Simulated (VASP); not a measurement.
Runs of VASP 6.6.1 on NaI. The structure is that of space group Fm-3m (No. 225), or close to it. The cells are those of the table. 

```tsv
task	level	cell	k mesh	cutoff (eV)	smearing	gap on the mesh (eV)	pressure (GPa)	relaxed volume (Å³/atom)
single point	PBE	a = 4.567 Å, angles 60.0°, 2 atoms	4 × 4 × 4	520	gaussian 0.01 eV	3.66	0.6	-
single point	PBE	a = 4.616 Å, angles 60.0°, 2 atoms	6 × 6 × 6	520	fermi-dirac 0.02 eV	3.57	0.0	-
single point	r2SCAN	a = 4.567 Å, angles 60.0°, 2 atoms	8 × 8 × 8	520	gaussian 0.01 eV	4.46	-0.1	-
relaxation of cell and atoms	PBE	relaxed from a = 4.577 Å, angles 60.0°, 2 atoms	6 × 6 × 6	600	fermi-dirac 0.02 eV	3.57	0.0	34.79
relaxation of cell and atoms	PBEsol	relaxed from a = 4.616 Å, angles 60.0°, 2 atoms	6 × 6 × 6	600	fermi-dirac 0.02 eV	(a)	0.0	(b)
```

Alike in all rows: potentials or basis VASP PAW PBE potentials, release 64 (Na_pv, I); no spin polarisation.

Problem. Estimate the missing entries.

Solution. (a) 3.58; (b) 32.94.

Caveats: some runs use coarse meshes; spin-orbit coupling is left out, which moves the levels of the heavy elements; the PAW data sets were made with another functional, which shifts forces and pressure a little (at least some runs).

A k mesh can miss the band edges, and the runs leave out spin-orbit coupling on I.
